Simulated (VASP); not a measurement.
# Hf (Pm-3m) in VASP: notebook

The runs below take Hf through single point, relaxation of cell and atoms, with PBE.

Everything below comes from runs of VASP 6.6.1. Logs are shortened: lines on timing, memory, paths and dates and some standing lists are left out, and cuts for length are marked.

### Step 1. The cell of the first run

Symmetry: Pm-3m, No. 221, cubic system. The conventional cell has a = 2.791 Å, b = 2.791 Å, c = 2.791 Å, α = 90.00°, β = 90.00°, γ = 90.00°. Hf (site symmetry m-3m) has 6 Hf at 2.79 Å within 3.7 Å.

### Step 2. Single point, PBE

The input, INCAR:

```
  ALGO = Normal
  EDIFF = 1E-6
  ENCUT = 520
  GGA = PE
  ISIF = 2
  ISMEAR = -1
  LASPH = True
  LCHARG = False
  LREAL = False
  LWAVE = False
  NBANDS = 11
  NELM = 80
  PREC = Accurate
  SIGMA = 0.08
```

The input, KPOINTS:

```
k-points
0
Gamma
  14 14 14
```

The input, POSCAR:

```
Hf
1.0
    2.7913478976      0.0000000000      0.0000000000
    0.0000000000      2.7913478976      0.0000000000
    0.0000000000      0.0000000000      2.7913478976
Hf
1
Direct
    0.0000000000      0.0000000000      0.0000000000
```

Potentials or basis: VASP PAW PBE potentials, release 64 (Hf_pv).

Started as:

```sh
$ cat potpaw_PBE.64/Hf_pv/POTCAR > POTCAR
$ mpirun -np 1 vasp_std > vasp.out
```

OUTCAR:

```text
EDIFF = 1E-6
   ENCUT = 520
   GGA = PE
   ISIF = 2
   ISMEAR = -1
   LASPH = True
   LREAL = False
   NELM = 80
   PREC = Accurate

 ion  position               nearest neighbor table
   1  0.000  0.000  0.000-

  LATTYP: Found a simple cubic cell.
 ALAT       =     2.7913478976

  Lattice vectors:

 A1 = (   2.7913478976,   0.0000000000,   0.0000000000)
 A2 = (   0.0000000000,   2.7913478976,   0.0000000000)
 A3 = (   0.0000000000,   0.0000000000,   2.7913478976)

Analysis of symmetry for initial positions (statically):
=====================================================================
 Subroutine PRICEL returns:
 Original cell was already a primitive cell.

 Routine SETGRP: Setting up the symmetry group for a
 simple cubic supercell.

 Subroutine GETGRP returns: Found 48 space group operations
 (whereof 48 operations were pure point group operations)
 out of a pool of 48 trial point group operations.

The static configuration has the point symmetry O_h .

Analysis of symmetry for dynamics (positions and initial velocities):
=====================================================================
 Subroutine PRICEL returns:
 Original cell was already a primitive cell.

 Routine SETGRP: Setting up the symmetry group for a
 simple cubic supercell.

 Subroutine GETGRP returns: Found 48 space group operations
 (whereof 48 operations were pure point group operations)
 out of a pool of 48 trial point group operations.

The dynamic configuration has the point symmetry O_h .

 Subroutine INISYM returns: Found 48 space group operations
 (whereof 48 operations are pure point group operations),
 and found     1 'primitive' translations

----------------------------------------------------------------------------------------

                                     Primitive cell

  volume of cell :      21.7491

  direct lattice vectors                    reciprocal lattice vectors
     2.791347898  0.000000000  0.000000000     0.358249862  0.000000000  0.000000000
     0.000000000  2.791347898  0.000000000     0.000000000  0.358249862  0.000000000
     0.000000000  0.000000000  2.791347898     0.000000000  0.000000000  0.358249862

  length of vectors
     2.791347898  2.791347898  2.791347898     0.358249862  0.358249862  0.358249862

  position of ions in fractional coordinates (direct lattice)
     0.000000000  0.000000000  0.000000000

[... 73 lines left out ...]
   ENCUT  =  520.0 eV  38.22 Ry    6.18 a.u.   5.19  5.19  5.19*2*pi/ulx,y,z
   NELM   =     80;   NELMIN=  2; NELMDL= -5     # of ELM steps
   EDIFF  = 0.1E-05   stopping-criterion for ELM
   LREAL  =      F    real-space projection
   EDIFFG = 0.1E-04   stopping-criterion for IOM
   NSW    =      0    number of steps for IOM
   IBRION =     -1    ionic relax: 0-MD 1-quasi-New 2-CG
   NFREE  =      0    steps in history (QN), initial steepest desc. (CG)
   ISIF   =      2    stress and relaxation
   ISYM   =      2    0-nonsym 1-usesym 2-fastsym
   POTIM  = 0.5000    time-step for ionic-motion
   TEBEG  =    0.0;   TEEND  =   0.0 temperature during run
   PSTRESS=    0.0 pullay stress
   NELECT =      10.0000    total number of electrons
   NUPDOWN=      -1.0000    fix difference up-down
   EMIN   =  10.00;   EMAX   =-10.00  energy-range for DOS
   EFERMI =   0.00;   METHOD = LEGACY
   ISMEAR =    -1;   SIGMA  =   0.08  broadening in eV -4-tet -1-fermi 0-gaus
   EFERMI_NEDOS =   21; number of points for ismear=-14 and -15
   IALGO  =     38    algorithm
   IMIX   =      4    mixing-type and parameters
     AMIX     =   0.40;   BMIX     =  1.00
     AMIX_MAG =   1.60;   BMIX_MAG =  1.00
  volume/ion in A,a.u.               =      21.75       146.77
  Fermi-wavevector in a.u.,A,eV,Ry     =   1.263555  2.387773 21.722675  1.596572
  Thomas-Fermi vector in A             =   2.396906
   LORBIT       =      0    0 simple, 1 ext, 2 COOP (PROOUT), +10 PAW based schemes
   GGA     = PE    functional components
   LHFCALC =     F    Hartree Fock is set to
   AEXX    =    0.0000 exact exchange contribution
   IVDW    =     0    specifies the selected vdW correction
   LEPSILON=     F    determine dielectric tensor
   LRPA    =     F    only Hartree local field effects (RPA)
 non-spin polarized calculation
  energy-cutoff  :      520.00
  volume of cell :       21.75
 maximum number of plane-waves:       624
 NGX is ok and might be reduce to    24
   NGX = 11   NGY = 11   NGZ = 11

 number of electron      10.0000002 magnetization

 Free energy of the ion-electron system (eV)
  ---------------------------------------------------
  ext. energy  EPLUGINS =         0.00000000
  ---------------------------------------------------
  free energy    TOTEN  =        -8.76172788 eV

  energy without entropy =       -8.72942448  energy(sigma->0) =       -8.74557618

 E-fermi :   4.6539     XC(G=0): -11.3160

 val. band max:        4.6453999839   @ k =   0.4286   0.1429   0.0000
 cond. band min:       4.6812461164   @ k =   0.5000   0.3571   0.2857
 fundamental gap:      0.0358461325
 Fermi energy:         4.6538879851

 k-point     1 :       0.0000    0.0000    0.0000
  band No.  band energies     occupation
      1     -24.8917      2.00000
      2     -24.8917      2.00000
      3     -24.8917      2.00000
      4      -2.1910      2.00000
      5       2.9242      2.00000
      6       2.9242      2.00000
      7      12.0864      0.00000
      8      12.0864      0.00000
      9      12.0864      0.00000
     10      18.1398      0.00000
     11      18.7409      0.00000
[... 309 lines left out ...]
 k-point    24 :       0.3571    0.2143    0.0000
  band No.  band energies     occupation
      1     -25.9412      2.00000
      2     -25.3230      2.00000
      3     -24.7440      2.00000
      4       1.5625      2.00000
      5       3.8809      1.99987
      6       5.5998      0.00001
      7       8.0915      0.00000
      8       8.8425      0.00000
      9      10.6676      0.00000
     10      15.3840      0.00000
     11      18.1289      0.00000

 [... further k-points ...]
[... 5 lines left out ...]
  --------------------------------------------------------------------------------------
  -------------------------------------------------------------------------------------
  Total        1.5756530      1.5756530      1.5756530      0.0000000      0.0000000      0.0000000
  in kB      116.0724783    116.0724783    116.0724783      0.0000000      0.0000000      0.0000000
  external PRESSURE =     116.0724783 kB  Pullay stress =       0.0000000 kB

 VOLUME and BASIS-vectors are now :
 -----------------------------------------------------------------------------
  energy-cutoff  :      520.00
  volume of cell :       21.75
      direct lattice vectors                 reciprocal lattice vectors
     2.791347898  0.000000000  0.000000000     0.358249862  0.000000000  0.000000000
     0.000000000  2.791347898  0.000000000     0.000000000  0.358249862  0.000000000
     0.000000000  0.000000000  2.791347898     0.000000000  0.000000000  0.358249862

 POSITION                                       TOTAL-FORCE (eV/Angst)
 -----------------------------------------------------------------------------------
      0.00000      0.00000      0.00000         0.000000      0.000000      0.000000
 -----------------------------------------------------------------------------------
    total drift:                                0.000000      0.000000      0.000000

  FREE ENERGIE OF THE ION-ELECTRON SYSTEM (eV)
  ---------------------------------------------------
  free  energy   TOTEN  =        -8.7617278789 eV

  energy  without entropy=       -8.7294244839  energy(sigma->0) =       -8.74557618
```

stdout:

```text
POSCAR found type information on POSCAR Hf
 POSCAR found :  1 types and       1 ions
 scaLAPACK will be used
 LDA part: xc-table for (Slater+PW92), standard interpolation
 POSCAR, INCAR and KPOINTS ok, starting setup
 FFT: planning ... GRIDC
 FFT: planning ... GRID_SOFT
 FFT: planning ... GRID
 WAVECAR not read
 entering main loop
```

Run time: 11 s. Hardware: 1 thread of Intel Xeon Platinum 8375C at 2.90GHz (Ice Lake), shared host; peak memory 0.16 GiB.

What came out:

* Free energy: -8.7617 eV
* Pressure: 11.6 GPa
* Band gap on the k mesh: zero (band 5 reaches 5.42 eV, above the bottom of band 6 at 2.92 eV)

Caveat: spin-orbit coupling is left out, which moves the levels of the heavy elements.

### Step 3. Relaxation of cell and atoms, PBE, target pressure 12 GPa, at which the enthalpy is minimised

The input, INCAR:

```
  PREC = Accurate
  ENCUT = 600
  EDIFF = 1E-6
  ISMEAR = -1
  SIGMA = 0.08
  LREAL = F
  LASPH = T
  NELM = 80
  ALGO = Normal
  ISIF = 3
  LWAVE = F
  LCHARG = F
  GGA = PE
  IBRION = 2
  NSW = 32
  EDIFFG = -0.005
  PSTRESS = 120.0
```

The input, KPOINTS:

```
Automatic mesh
0
Gamma
  14 14 14
```

POSCAR is that of step 2.

Potentials or basis: VASP PAW PBE potentials, release 64 (Hf_pv).

Started as:

```sh
$ cat potpaw_PBE.64/Hf_pv/POTCAR > POTCAR
$ mpirun -np 1 vasp_std > vasp.out
```

It took 23 s on 1 thread of Intel Xeon Platinum 8375C at 2.90GHz (Ice Lake), shared host; peak memory 0.16 GiB.

Results (log left out):

| Property | Result |
| --- | --- |
| Free energy | -8.7565 eV |
| Relaxed volume | 21.67 Å³/atom |
| Relaxed cell | a = 2.788 Å, b = 2.788 Å, c = 2.788 Å, α = 90.00°, β = 90.00°, γ = 90.00° |
| Space group after relaxing (to 0.05 Å) | Pm-3m (No. 221) |
| Energy change on relaxing (the enthalpy is what falls) | +5.5 meV/atom |
| Ionic steps | 3 |
| Pressure after relaxing | 12.0 GPa |
| Band gap on the k mesh | zero (band 5 reaches 5.45 eV, above the bottom of band 6 at 2.94 eV) |

Step by step:
| step | energy change (eV) | largest force (eV/Å) | pressure (GPa) | volume (Å³) |
| --- | --- | --- | --- | --- |
| 1 | 0.0000 | 0.0000 | 11.61 | 21.75 |
| 2 | 0.0125 | 0.0000 | 12.48 | 21.58 |
| 3 | 0.0055 | 0.0000 | 12.00 | 21.67 |

Final structure:
```
Hf
1.0
     2.78814    0.00000    0.00000
     0.00000    2.78814    0.00000
     0.00000    0.00000    2.78814
Hf
1
Direct
  0.00000 0.00000 0.00000
```

Levels at points of the mesh, in eV from the Fermi level:
```
           k point  band 2  band 3  band 4  band 5  band 6  band 7  band 8  band 9
(0.00, 0.00, 0.00)  -29.53  -29.53   -6.85   -1.74   -1.74    7.46    7.46    7.46
(0.50, 0.00, 0.00)  -29.41  -29.41   -3.20   -0.68    0.15    3.36    3.36    7.92
(0.50, 0.50, 0.00)  -30.71  -29.29   -3.48   -0.55    4.25    4.25    5.26    5.26
(0.50, 0.50, 0.50)  -30.53  -30.53   -1.68   -1.68   -1.68    6.92   10.44   10.44
```

Caveat: the cell is relaxed towards a set pressure, so the enthalpy falls and the energy may rise; spin-orbit coupling is left out, which moves the levels of the heavy elements.

### Step 4. Relaxation of cell and atoms, PBE, target pressure 12 GPa, at which the enthalpy is minimised

This run uses another cell than the first one, of 21.81 Å³/atom, 1.003 times its volume.

The input, INCAR:

```
PREC = Accurate
ENCUT = 600
EDIFF = 1E-6
ISMEAR = -1
SIGMA = 0.08
LREAL = False
LASPH = True
NELM = 60
ALGO = Normal
ISIF = 3
LWAVE = False
LCHARG = False
GGA = PE
IBRION = 2
NSW = 60
EDIFFG = -0.005
PSTRESS = 120.0
```

KPOINTS is that of step 3.

The input, POSCAR:

```
Hf
1.0
    2.7940390408      0.0000000000      0.0000000000
    0.0000000000      2.7940390408      0.0000000000
    0.0000000000      0.0000000000      2.7940390408
Hf
1
Direct
    0.0000000000      0.0000000000      0.0000000000
```

Started as:

```sh
$ cat potpaw_PBE.64/Hf_pv/POTCAR > POTCAR
$ mpirun -np 1 vasp_std > vasp.out
```

Wall time 24 s (1 thread of Intel Xeon Platinum 8375C at 2.90GHz (Ice Lake), shared host); peak memory 0.17 GiB.

Results (log left out):

- Free energy: -8.7565 eV
- Relaxed volume: 21.67 Å³/atom
- Relaxed cell: a = 2.788 Å, b = 2.788 Å, c = 2.788 Å, α = 90.00°, β = 90.00°, γ = 90.00°
- Space group after relaxing (to 0.05 Å): Pm-3m (No. 221)
- Energy change on relaxing (the enthalpy is what falls): +10.1 meV/atom
- Ionic steps: 3
- Pressure after relaxing: 12.0 GPa
- Band gap on the k mesh: zero (band 5 reaches 5.45 eV, above the bottom of band 6 at 2.94 eV)

Step by step:
| step | energy change (eV) | largest force (eV/Å) | pressure (GPa) | volume (Å³) |
| --- | --- | --- | --- | --- |
| 1 | 0.0000 | 0.0000 | 11.28 | 21.81 |
| 2 | 0.0232 | 0.0000 | 12.92 | 21.51 |
| 3 | 0.0101 | 0.0000 | 12.00 | 21.67 |

Final structure:
```cif
data_structure
_symmetry_space_group_name_H-M 'P 1'
_symmetry_Int_Tables_number 1
_cell_length_a 2.7881
_cell_length_b 2.7881
_cell_length_c 2.7881
_cell_angle_alpha 90.000
_cell_angle_beta 90.000
_cell_angle_gamma 90.000
_cell_volume 21.67
loop_
_atom_site_label
_atom_site_type_symbol
_atom_site_fract_x
_atom_site_fract_y
_atom_site_fract_z
_atom_site_occupancy
Hf1 Hf 0.00000 0.00000 0.00000 1
```

Levels at points of the mesh, in eV from the Fermi level:
| k point | band 1 | band 2 | band 3 | band 4 | band 5 | band 6 | band 7 | band 8 | band 9 |
| --- | --- | --- | --- | --- | --- | --- | --- | --- | --- |
| (0.00, 0.00, 0.00) | -29.53 | -29.53 | -29.53 | -6.85 | -1.74 | -1.74 | 7.46 | 7.46 | 7.46 |
| (0.50, 0.00, 0.00) | -30.90 | -29.41 | -29.41 | -3.20 | -0.68 | 0.15 | 3.36 | 3.36 | 7.92 |
| (0.50, 0.50, 0.00) | -30.71 | -30.71 | -29.29 | -3.48 | -0.56 | 4.25 | 4.25 | 5.26 | 5.26 |
| (0.50, 0.50, 0.50) | -30.53 | -30.53 | -30.53 | -1.68 | -1.68 | -1.68 | 6.92 | 10.44 | 10.44 |

Caveat: the cell is relaxed towards a set pressure, so the enthalpy falls and the energy may rise; spin-orbit coupling is left out, which moves the levels of the heavy elements.

### Step 5. The runs side by side

| task | cell | cutoff (eV) | gap on the mesh (eV) | pressure (GPa) |
| --- | --- | --- | --- | --- |
| single point | a = 2.791 Å, 1 atom | 520 | none | 11.6 |
| relaxation of cell and atoms | relaxed to 12 GPa from a = 2.791 Å, 1 atom | 600 | none | 12.0 |
| relaxation of cell and atoms | relaxed to 12 GPa from a = 2.794 Å, 1 atom | 600 | none | 12.0 |

Alike in all rows: level PBE; potentials or basis VASP PAW PBE potentials, release 64 (Hf_pv); no spin polarisation; k mesh 14 × 14 × 14; smearing fermi-dirac 0.08 eV.

Caveats: spin-orbit coupling is left out, which moves the levels of the heavy elements; the cell is relaxed towards a set pressure, so the enthalpy falls and the energy may rise (some runs).

Absolute energies hang on the potentials; compare differences alone.
